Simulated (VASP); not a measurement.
Runs of VASP 6.6.1 on ReS. The structure is that of space group Fm-3m (No. 225), or close to it. The cells are those of the table. 

```csv
task,potentials or basis,cell,cutoff (eV),gap on the mesh (eV),pressure (GPa),moment (μB)
relaxation of cell and atoms,"VASP PAW PBE potentials, release 64 (Re, S)","relaxed from a = 3.481 Å, angles 60.0°, 2 atoms",600,none,0.0,1.02
single point,"VASP PAW PBE potentials, release 64 (Re, S)","a = 3.594 Å, angles 60.0°, 2 atoms",520,none,(b),(c)
single point,"VASP PAW PBE potentials, release 64 (Re, S)","a = 3.527 Å, angles 60.0°, 2 atoms",520,none,-3.3,1.33
single point,"VASP PAW PBE potentials, release 64 (Re_sv_GW, S)","a = 3.386 Å, angles 60.0°, 2 atoms",500,none,18.8,(a)
single point,"VASP PAW PBE potentials, release 64 (Re, S)","a = 3.679 Å, angles 60.0°, 2 atoms",520,none,-16.3,2.09
```

Alike in all rows: level PBE; spin collinear; k mesh 14 × 14 × 14; smearing gaussian 0.1 eV.

Fill in the values left out.

(a) 0.00; (b) -9.3; (c) 1.89.

Caveats: spin-orbit coupling is left out, which moves the levels of the heavy elements; the cell stands under tension (at least some runs); the cell stands under pressure (at least some runs).

A k mesh can miss the band edges, and the runs leave out spin-orbit coupling on Re.

A gap of «none» marks levels without a gap at the run's occupations.

The runs don't all hold the same shells in valence.
